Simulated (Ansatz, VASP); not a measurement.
## One calculation of Na, two programs

```
Na
1.0
    -2.18102    2.18102    2.11750
     2.18102   -2.18102    2.11750
     2.18102    2.18102   -2.11750
Na
1
Direct
  0.00000 0.00000 0.00000
```

Change from the starting cell: equal xx and yy strain of +3 %.

Alike in both runs: task single point; functional PBEsol; k mesh 12 × 12 × 12; occupations fermi-dirac, width 0.05 eV; no spin polarisation.

|  | VASP | Ansatz |
| --- | --- | --- |
| version | VASP 6.6.1 | Ansatz 0.2.0 |
| potentials or method | VASP PAW PBE potentials, release 64 (Na_pv), cutoff 520 eV | all-electron LAPW, scalar-relativistic |

|  | VASP | Ansatz | Ansatz less VASP |
| --- | --- | --- | --- |
| pressure (GPa) | -0.7 | -0.7 | +0.01 |
| traceless stress, the component that is largest in VASP (GPa) | -0.05 | -0.05 | +0.001 |

VASP's potentials were made for PBE, not for PBEsol. Ansatz ran all-electron here, and VASP with PAW potentials.
